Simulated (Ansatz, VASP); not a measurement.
# Mg in VASP and in Ansatz

File INCAR:

```
ALGO     = Normal         # electronic algorithm
EDIFF    = 1E-6           # SCF threshold, eV
ENCUT    = 520            # plane-wave cutoff, eV
GGA      = PS             # functional
ISIF     = 2              # what is computed and relaxed
ISMEAR   = 0              # smearing method
LASPH    = T              # aspherical terms in the spheres
LCHARG   = F              # write CHGCAR
LREAL    = F              # projectors in reciprocal space
LWAVE    = F              # write WAVECAR
NBANDS   = 7              # bands
NELM     = 80             # most SCF steps
PREC     = Accurate       # precision mode
SIGMA    = 0.15           # smearing width, eV
```

File KPOINTS:

```
k-points
0
Gamma
  18 18 18
```

File POSCAR:

```
Mg
1.0
   -1.8644500000      1.8644500000      1.6980524727
    1.8644500000     -1.8644500000      1.6980524727
    1.8644500000      1.8644500000     -1.6980524727
Mg
1
Direct
    0.0000000000      0.0000000000      0.0000000000
```

Input for Ansatz:

```yaml
crystal:
  lattice:
    - [-1.86445, 1.86445, 1.6980524727]
    - [1.86445, -1.86445, 1.6980524727]
    - [1.86445, 1.86445, -1.6980524727]
  atoms:
    - { symbol: Mg, position: [0.0, 0.0, 0.0] }
basis:
  ecutwfc: 520.0
kpoints:
  mp_grid: { grid: [18, 18, 18] }
hamiltonian:
  xc: pbesol
scf:
  occupations: { method: gaussian, width: 0.15 }
output:
  forces: true
  stress: true
  eigenvalues: true
```

Alike in both runs: task single point; functional PBEsol; k mesh 18 × 18 × 18; occupations gaussian, width 0.15 eV; no spin polarisation.

|  | VASP | Ansatz |
| --- | --- | --- |
| version | VASP 6.6.1 | Ansatz 0.2.0 |
| potentials or method | VASP PAW PBE potentials, release 64 (Mg), cutoff 520 eV | scalar-relativistic, plane waves, PAW |
| valence electrons in the cell | 2 | 10 |

VASP gave:

```
gap on the k mesh at the Fermi level (eV)                     : none
pressure (GPa)                                                : -1.6
traceless stress, the component that is largest in VASP (GPa) : 0.08
```

Estimate Ansatz's values.

gap on the k mesh at the Fermi level (eV): none; pressure (GPa): -1.5; traceless stress, the component that is largest in VASP (GPa): 0.08.

VASP's potentials were made for PBE, not for PBEsol. A gap of «none» marks a metal or a gap that the smearing closes. VASP's potentials hold 2 valence electrons a cell and Ansatz's 10, so a difference there can come from the potentials and not from the codes.
